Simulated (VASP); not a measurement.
Runs of VASP 6.6.1 on Mg. The structure is that of space group Fm-3m (No. 225), or close to it. The cells are those of the table. 

```tsv
task	cell	k mesh	cutoff (eV)	k mesh for the DOS	occupations for the DOS	gap on the mesh (eV)	pressure (GPa)
single point	a = 2.357 Å, angles 60.0°, 1 atom	16 × 16 × 16	520	-	-	none	189.8
single point	a = 2.538 Å, angles 60.0°, 1 atom	20 × 20 × 20	520	-	-	none	(a)
single point	a = 3.198 Å, angles 60.0°, 1 atom	16 × 16 × 16	520	-	-	none	-0.1
single point	a = 2.969 Å, angles 60.0°, 1 atom	16 × 16 × 16	520	-	-	none	12.1
relaxation of cell and atoms	relaxed from a = 3.189 Å, angles 60.0°, 1 atom	16 × 16 × 16	600	-	-	none	0.0
```

Alike in all rows: level PBE; potentials or basis VASP PAW PBE potentials, release 64 (Mg); no spin polarisation; smearing fermi-dirac 0.08 eV.

Question: Fill in the values left out.

Answer: (a) 94.0.

A gap of «none» marks levels without a gap at the run's occupations.
